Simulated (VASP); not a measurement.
Runs of VASP 6.6.1 on BAs. It takes space group Pm-3m (No. 221, cubic). The conventional cell has a = 2.957 Å, b = 2.957 Å, c = 2.957 Å, α = 90.00°, β = 90.00°, γ = 90.00°. B (site symmetry m-3m) has 8 As at 2.56 Å and 6 B at 2.96 Å within 3.4 Å. Within 3.4 Å of As (site symmetry m-3m) lie 8 B at 2.56 Å and 6 As at 2.96 Å. 

```csv
level,share of exact exchange,screening parameter,gap on the mesh (eV),pressure (GPa)
PBE-based screened hybrid with 25 % exact exchange,0.25,0.2 1/Å,none,(a)
PBE-based screened hybrid with 20 % exact exchange,0.2,0.2 1/Å,none,-8.3
PBE-based screened hybrid with 5 % exact exchange,0.05,0.2 1/Å,none,-6.1
PBE-based screened hybrid with 25 % exact exchange,0.25,0.15 1/Å,none,-9.3
PBE-based screened hybrid with 30 % exact exchange,0.3,0.2 1/Å,none,-9.8
PBE-based screened hybrid with 50 % exact exchange,0.5,0.2 1/Å,none,-12.5
PBE-based screened hybrid with 15 % exact exchange,0.15,0.2 1/Å,none,(b)
PBE-based screened hybrid with 10 % exact exchange,0.1,0.2 1/Å,none,-6.9
```

Alike in all rows: task single point; potentials or basis VASP PAW PBE potentials, release 64 (B, As); no spin polarisation; cell as given; k mesh 5 × 5 × 5; cutoff (eV) 520; smearing fermi-dirac 0.05 eV.

**Question.** Estimate the missing entries.

**Answer.** (a) -9.0; (b) -7.6.

Caveats: all runs use coarse meshes; the PAW data sets were made with another functional, which shifts forces and pressure a little.

A k mesh can miss the band edges, and the runs leave out spin-orbit coupling on As.

A gap of «none» marks levels without a gap at the run's occupations.
